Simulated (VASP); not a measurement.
# NaCl (Fm-3m) in VASP: a series of runs

Runs on NaCl. Level: r2SCAN. Tasks: single point.

Program: VASP 6.6.1. These are calculated values, not measurements. Logs are shortened: lines on timing, memory, paths and dates and some standing lists are left out, and cuts for length are marked.

**1. The cell of the first run**

It takes space group Fm-3m (No. 225, cubic). Conventional cell: a = 5.493 Å, b = 5.493 Å, c = 5.493 Å, α = 90.00°, β = 90.00°, γ = 90.00°. Within 3.6 Å of Na (site symmetry m-3m) lie 6 Cl at 2.75 Å. Cl (site symmetry m-3m) has 6 Na at 2.75 Å within 3.6 Å.

**2. Single point, r2SCAN (volume scaled by 0.94)**

File POSCAR:

```
NaCl
1.0
    0.0000000000      2.7467402617      2.7467402617
    2.7467402617      0.0000000000      2.7467402617
    2.7467402617      2.7467402617      0.0000000000
Na Cl
1 1
Direct
    0.0000000000      0.0000000000      0.0000000000
    0.5000000000      0.5000000000      0.5000000000
```

File INCAR.step1:

```
ALGO = Normal
EDIFF = 1E-4
ENCUT = 520
GGA = PE
ISMEAR = 0
LASPH = T
LCHARG = F
LREAL = F
LWAVE = T
NBANDS = 14
NELM = 100
PREC = Accurate
SIGMA = 0.02
```

File INCAR.step2:

```
ALGO = Normal
EDIFF = 1E-7
ENCUT = 520
ISIF = 2
ISMEAR = 0
ISTART = 1
LASPH = T
LCHARG = T
LELF = T
LMIXTAU = T
LREAL = F
LVHAR = T
LWAVE = F
METAGGA = R2SCAN
NBANDS = 14
NELM = 100
PREC = Accurate
SIGMA = 0.02
```

File KPOINTS:

```
k-points
0
Gamma
  8 8 8
```

Potentials or basis: VASP PAW PBE potentials, release 64 (Na_pv, Cl).

On the command line:

```
cat potpaw_PBE.64/Na_pv/POTCAR potpaw_PBE.64/Cl/POTCAR > POTCAR
cp INCAR.step1 INCAR
mpirun -np 1 vasp_std > vasp.out
cp INCAR.step2 INCAR
mpirun -np 1 vasp_std > vasp.out
```

OUTCAR:

```text
EDIFF = 1E-7
   ENCUT = 520
   ISIF = 2
   ISMEAR = 0
   ISTART = 1
   LASPH = T
   LREAL = F
   METAGGA = R2SCAN
   NELM = 100
   PREC = Accurate

 ion  position               nearest neighbor table
   1  0.000  0.000  0.000-
   2  0.500  0.500  0.500-

  LATTYP: Found a face centered cubic cell.
 ALAT       =     5.4934805234

  Lattice vectors:

 A1 = (   0.0000000000,   2.7467402617,   2.7467402617)
 A2 = (   2.7467402617,   0.0000000000,   2.7467402617)
 A3 = (   2.7467402617,   2.7467402617,   0.0000000000)

Analysis of symmetry for initial positions (statically):
=====================================================================
 Subroutine PRICEL returns:
 Original cell was already a primitive cell.

 Routine SETGRP: Setting up the symmetry group for a
 face centered cubic supercell.

 Subroutine GETGRP returns: Found 48 space group operations
 (whereof 48 operations were pure point group operations)
 out of a pool of 48 trial point group operations.

The static configuration has the point symmetry O_h .

Analysis of symmetry for dynamics (positions and initial velocities):
=====================================================================
 Subroutine PRICEL returns:
 Original cell was already a primitive cell.

 Routine SETGRP: Setting up the symmetry group for a
 face centered cubic supercell.

 Subroutine GETGRP returns: Found 48 space group operations
 (whereof 48 operations were pure point group operations)
 out of a pool of 48 trial point group operations.

The dynamic configuration has the point symmetry O_h .

 Subroutine INISYM returns: Found 48 space group operations
 (whereof 48 operations are pure point group operations),
 and found     1 'primitive' translations

----------------------------------------------------------------------------------------

                                     Primitive cell

  volume of cell :      41.4460

  direct lattice vectors                    reciprocal lattice vectors
     0.000000000  2.746740262  2.746740262    -0.182033957  0.182033957  0.182033957
     2.746740262  0.000000000  2.746740262     0.182033957 -0.182033957  0.182033957
     2.746740262  2.746740262  0.000000000     0.182033957  0.182033957 -0.182033957

  length of vectors
     3.884477330  3.884477330  3.884477330     0.315292063  0.315292063  0.315292063

  position of ions in fractional coordinates (direct lattice)
     0.000000000  0.000000000  0.000000000
     0.500000000  0.500000000  0.500000000

  ion indices of the primitive-cell ions
   primitive index   ion index
                 1           1
                 2           2

----------------------------------------------------------------------------------------

 KPOINTS: k-points

Automatic generation of k-mesh.
 Grid dimensions read from file:
 generate k-points for:    8    8    8

 Generating k-lattice:

  Cartesian coordinates                     Fractional coordinates (reciprocal lattice)
    -0.022754245  0.022754245  0.022754245     0.125000000  0.000000000  0.000000000
     0.022754245 -0.022754245  0.022754245     0.000000000  0.125000000  0.000000000
     0.022754245  0.022754245 -0.022754245     0.000000000  0.000000000  0.125000000

  Length of vectors
     0.039411508  0.039411508  0.039411508

  Shift w.r.t. Gamma in fractional coordinates (k-lattice)
     0.000000000  0.000000000  0.000000000

 Subroutine IBZKPT returns following result:
 ===========================================

 Found     29 irreducible k-points:

 Following reciprocal coordinates:
            Coordinates               Weight
  0.000000  0.000000  0.000000      1.000000
  0.125000  0.000000  0.000000      8.000000
  0.250000  0.000000  0.000000      8.000000
  0.375000  0.000000  0.000000      8.000000
  0.500000  0.000000  0.000000      4.000000
  0.125000  0.125000  0.000000      6.000000
[... 16 lines left out ...]
  0.500000  0.250000  0.125000     48.000000
 -0.375000  0.250000  0.125000     24.000000
 [... further k-points ...]
   k-points           NKPTS =     29   k-points in BZ     NKDIM =     29   number of bands    NBANDS=     14
   number of dos      NEDOS =    301   number of ions     NIONS =      2
   total plane-waves  NPLWV =  27000
   dimension x,y,z NGX =    30 NGY =   30 NGZ =   30
   dimension x,y,z NGXF=    60 NGYF=   60 NGZF=   60
   ions per type =               1   1
   NGX,Y,Z   is equivalent  to a cutoff of  12.84, 12.84, 12.84 a.u.
   NGXF,Y,Z  is equivalent  to a cutoff of  25.68, 25.68, 25.68 a.u.
 SYSTEM =  unknown system
   PREC   = accura    normal or accurate (medium, high low for compatibility)
   ISTART =      1    job   : 0-new  1-cont  2-samecut
   ICHARG =      0    charge: 1-file 2-atom 10-const
   ISPIN  =      1    spin polarized calculation?
   LNONCOLLINEAR =      F non collinear calculations
   LSORBIT =      F    spin-orbit coupling
   LASPH  =      T    aspherical Exc in radial PAW
   ENCUT  =  520.0 eV  38.22 Ry    6.18 a.u.   7.22  7.22  7.22*2*pi/ulx,y,z
   NELM   =    100;   NELMIN=  2; NELMDL=  0     # of ELM steps
   EDIFF  = 0.1E-06   stopping-criterion for ELM
   LREAL  =      F    real-space projection
   EDIFFG = 0.1E-05   stopping-criterion for IOM
   NSW    =      0    number of steps for IOM
   IBRION =     -1    ionic relax: 0-MD 1-quasi-New 2-CG
   NFREE  =      0    steps in history (QN), initial steepest desc. (CG)
   ISIF   =      2    stress and relaxation
   ISYM   =      2    0-nonsym 1-usesym 2-fastsym
   POTIM  = 0.5000    time-step for ionic-motion
   TEBEG  =    0.0;   TEEND  =   0.0 temperature during run
   PSTRESS=    0.0 pullay stress
   NELECT =      14.0000    total number of electrons
   NUPDOWN=      -1.0000    fix difference up-down
   EMIN   =  10.00;   EMAX   =-10.00  energy-range for DOS
   EFERMI =   0.00;   METHOD = LEGACY
   ISMEAR =     0;   SIGMA  =   0.02  broadening in eV -4-tet -1-fermi 0-gaus
   EFERMI_NEDOS =   21; number of points for ismear=-14 and -15
   IALGO  =     38    algorithm
   IMIX   =      4    mixing-type and parameters
     AMIX     =   0.40;   BMIX     =  1.00
     AMIX_MAG =   1.60;   BMIX_MAG =  1.00
  volume/ion in A,a.u.               =      20.72       139.85
  Fermi-wavevector in a.u.,A,eV,Ry     =   1.140136  2.154544 17.686345  1.299910
  Thomas-Fermi vector in A             =   2.276838
   LORBIT       =      0    0 simple, 1 ext, 2 COOP (PROOUT), +10 PAW based schemes
   METAGGA = R2SCAN    functional components
   LHFCALC =     F    Hartree Fock is set to
   AEXX    =    0.0000 exact exchange contribution
   IVDW    =     0    specifies the selected vdW correction
   LEPSILON=     F    determine dielectric tensor
   LRPA    =     F    only Hartree local field effects (RPA)
 non-spin polarized calculation
 Gauss-broadening in eV      SIGMA  =   0.02
  energy-cutoff  :      520.00
  volume of cell :       41.45
 maximum number of plane-waves:      1139
 NGX is ok and might be reduce to    30
   NGX = 15   NGY = 15   NGZ = 15

 number of electron      14.0000004 magnetization

 Free energy of the ion-electron system (eV)
  ---------------------------------------------------
  ext. energy  EPLUGINS =         0.00000000
  ---------------------------------------------------
  free energy    TOTEN  =       -13.77781082 eV

  energy without entropy =      -13.77781082  energy(sigma->0) =      -13.77781082

 E-fermi :  -0.5106     XC(G=0):  -9.0176

 val. band max:       -0.6832738864   @ k =   0.0000   0.0000   0.0000
 cond. band min:       5.5848438729   @ k =   0.0000   0.0000   0.0000
 fundamental gap:      6.2681177592
 Fermi energy:        -0.5105691459

 k-point     1 :       0.0000    0.0000    0.0000
  band No.  band energies     occupation
      1     -22.0702      2.00000
      2     -22.0698      2.00000
      3     -22.0698      2.00000
      4     -14.1005      2.00000
      5      -0.6833      2.00000
      6      -0.6833      2.00000
      7      -0.6833      2.00000
      8       5.5848      0.00000
      9      11.1430      0.00000
     10      11.1430      0.00000
     11      11.1430      0.00000
     12      13.4973      0.00000
     13      13.4973      0.00000
     14      15.2663      0.00000

 k-point     2 :       0.1250    0.0000    0.0000
  band No.  band energies     occupation
      1     -22.0760      2.00000
      2     -22.0705      2.00000
      3     -22.0702      2.00000
      4     -14.0409      2.00000
      5      -1.0878      2.00000
      6      -0.7342      2.00000
      7      -0.7341      2.00000
      8       6.1053      0.00000
      9      10.6181      0.00000
     10      11.3733      0.00000
     11      11.3734      0.00000
     12      13.3062      0.00000
     13      13.3062      0.00000
     14      16.3489      0.00000

 k-point     3 :       0.2500    0.0000    0.0000
  band No.  band energies     occupation
      1     -22.0908      2.00000
      2     -22.0714      2.00000
      3     -22.0711      2.00000
      4     -13.8922      2.00000
      5      -1.9061      2.00000
      6      -0.8528      2.00000
      7      -0.8528      2.00000
      8       7.0481      0.00000
      9      10.2347      0.00000
     10      11.5927      0.00000
     11      11.5929      0.00000
     12      13.5693      0.00000
     13      13.5694      0.00000
     14      16.6871      0.00000
[... 324 lines left out ...]
 k-point    23 :       0.5000    0.2500    0.1250
  band No.  band energies     occupation
      1     -22.0998      2.00000
      2     -22.0800      2.00000
      3     -22.0742      2.00000
      4     -13.6807      2.00000
      5      -2.4201      2.00000
      6      -1.4817      2.00000
      7      -1.1142      2.00000
      8       8.5285      0.00000
      9       9.9248      0.00000
     10      10.3093      0.00000
     11      12.3892      0.00000
     12      14.2178      0.00000
     13      16.8994      0.00000
     14      17.1836      0.00000

 k-point    24 :      -0.3750    0.2500    0.1250
  band No.  band energies     occupation
      1     -22.1027      2.00000
      2     -22.0806      2.00000
      3     -22.0754      2.00000
      4     -13.6317      2.00000
      5      -2.5576      2.00000
      6      -1.5735      2.00000
      7      -1.1751      2.00000
      8       8.5421      0.00000
      9      10.0471      0.00000
     10      10.7412      0.00000
     11      12.1962      0.00000
     12      14.9294      0.00000
     13      16.4646      0.00000
     14      17.3195      0.00000

 [... further k-points ...]
[... 5 lines left out ...]
  --------------------------------------------------------------------------------------
  -------------------------------------------------------------------------------------
  Total        0.4334411      0.4334411      0.4334411      0.0000000      0.0000000      0.0000000
  in kB       16.7555192     16.7555192     16.7555192      0.0000000      0.0000000      0.0000000
  external PRESSURE =      16.7555192 kB  Pullay stress =       0.0000000 kB

 VOLUME and BASIS-vectors are now :
 -----------------------------------------------------------------------------
  energy-cutoff  :      520.00
  volume of cell :       41.45
      direct lattice vectors                 reciprocal lattice vectors
     0.000000000  2.746740262  2.746740262    -0.182033957  0.182033957  0.182033957
     2.746740262  0.000000000  2.746740262     0.182033957 -0.182033957  0.182033957
     2.746740262  2.746740262  0.000000000     0.182033957  0.182033957 -0.182033957

 POSITION                                       TOTAL-FORCE (eV/Angst)
 -----------------------------------------------------------------------------------
      0.00000      0.00000      0.00000         0.000000      0.000000      0.000000
      2.74674      2.74674      2.74674        -0.000000     -0.000000     -0.000000
 -----------------------------------------------------------------------------------
    total drift:                               -0.000000      0.000000      0.000000

  FREE ENERGIE OF THE ION-ELECTRON SYSTEM (eV)
  ---------------------------------------------------
  free  energy   TOTEN  =       -13.7778108169 eV

  energy  without entropy=      -13.7778108169  energy(sigma->0) =      -13.77781082
```

It used 74 s of CPU time on 1 thread of Intel Xeon 6975P-C, with other jobs on the host.

What came out:

| Item | Value |
| --- | --- |
| Free energy | -13.7778 eV |
| Pressure | 1.7 GPa |
| Band gap on the k mesh | 6.27 eV, direct |

Levels at points of the mesh, in eV from the valence-band top:
```tsv
k point	band 5	band 6	band 7	band 8	band 9	band 10
(0.00, 0.00, 0.00)	0.00	0.00	0.00	6.27	11.83	11.83
(0.50, 0.00, 0.00)	-2.18	-0.33	-0.33	8.09	11.96	11.96
(0.50, 0.50, 0.00)	-1.90	-0.69	-0.69	8.54	8.67	12.82
```

Caveat: the PAW data sets were made with another functional, which shifts forces and pressure a little.

**3. Single point, r2SCAN (volume scaled by 0.97)**

File POSCAR:

```
NaCl
1.0
    0.0000000000      2.7756554420      2.7756554420
    2.7756554420      0.0000000000      2.7756554420
    2.7756554420      2.7756554420      0.0000000000
Na Cl
1 1
Direct
    0.0000000000      0.0000000000      0.0000000000
    0.5000000000      0.5000000000      0.5000000000
```

File INCAR.step1:

```
SYSTEM = NaCl
PREC     = Accurate       ! precision mode
ENCUT    = 520            ! plane-wave cutoff, eV
ISMEAR   = 0              ! smearing method
SIGMA    = 0.02           ! smearing width, eV
LREAL    = .False.        ! projectors in reciprocal space
LASPH    = .True.         ! aspherical terms in the spheres
NELM     = 60             ! most SCF steps
NBANDS   = 14             ! bands
GGA      = PE             ! functional
ALGO     = Normal         ! electronic algorithm
EDIFF    = 1E-4           ! SCF threshold, eV
LWAVE    = .True.         ! write WAVECAR
LCHARG   = .False.        ! write CHGCAR
```

File INCAR.step2:

```
SYSTEM = NaCl
PREC     = Accurate       ! precision mode
ENCUT    = 520            ! plane-wave cutoff, eV
EDIFF    = 1E-7           ! SCF threshold, eV
ISMEAR   = 0              ! smearing method
SIGMA    = 0.02           ! smearing width, eV
LREAL    = .False.        ! projectors in reciprocal space
LASPH    = .True.         ! aspherical terms in the spheres
NELM     = 60             ! most SCF steps
ALGO     = Normal         ! electronic algorithm
ISIF     = 2              ! what is computed and relaxed
LWAVE    = .False.        ! write WAVECAR
LCHARG   = .True.         ! write CHGCAR
METAGGA  = R2SCAN         ! meta-GGA
LMIXTAU  = .True.       
LELF     = .True.         ! ELF
LVHAR    = .True.       
NBANDS   = 14             ! bands
ISTART   = 1
```

File KPOINTS:

```
Automatic mesh
0
Gamma
  8 8 8
  0 0 0
```

Potentials or basis: VASP PAW PBE potentials, release 64 (Na_pv, Cl).

On the command line:

```
cat potpaw_PBE.64/Na_pv/POTCAR potpaw_PBE.64/Cl/POTCAR > POTCAR
cp INCAR.step1 INCAR
mpirun -np 1 vasp_std > vasp.out
cp INCAR.step2 INCAR
mpirun -np 1 vasp_std > vasp.out
```

Run time: 2.1 min. Hardware: 1 thread of Intel Xeon 6975P-C, shared host; peak memory 0.16 GiB.

Results (log left out):

```yaml
Free_energy: -13.7878 eV
Pressure: 0.7 GPa
Band_gap_on_the_k_mesh: 6.12 eV, direct
```

Levels at points of the mesh, in eV from the valence-band top:
```tsv
k point	band 4	band 5	band 6	band 7	band 8	band 9	band 10	band 11
(0.00, 0.00, 0.00)	-13.34	0.00	0.00	0.00	6.12	11.80	11.80	11.80
(0.50, 0.00, 0.00)	-12.94	-2.07	-0.31	-0.31	8.03	11.88	11.88	12.02
(0.50, 0.50, 0.00)	-12.89	-1.81	-0.66	-0.66	8.57	8.58	12.57	16.22
```

Caveat: the PAW data sets were made with another functional, which shifts forces and pressure a little.
